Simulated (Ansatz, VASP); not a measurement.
**One calculation of Ca, two programs**

```
Ca
1.0
     3.90384    0.00000    0.00000
    -1.95192    3.38083    0.00000
     0.00000    0.00000    6.41056
Ca
2
Direct
  0.33333 0.66667 0.25000
  0.66667 0.33333 0.75000
```

Alike in both runs: functional PBE; k mesh 12 × 12 × 8; occupations gaussian, width 0.1 eV; no spin polarisation.

Ansatz relaxed the structure, and its values are those at the end. VASP's run is a single point on that final structure, the one shown.

|  | VASP | Ansatz |
| --- | --- | --- |
| version | VASP 6.6.1 | Ansatz 0.2.0 |
| potentials or method | VASP PAW PBE potentials, release 64 (Ca_sv), cutoff 520 eV | scalar-relativistic, plane waves, PAW |
| valence electrons in the cell | 20 | 20 |

|  | VASP | Ansatz | Ansatz less VASP |
| --- | --- | --- | --- |
| gap on the k mesh at the Fermi level (eV) | none | none | - |
| pressure (GPa) | 0.0 | 0.0 | -0.01 |

A gap of «none» marks a metal or a gap that the smearing closes.
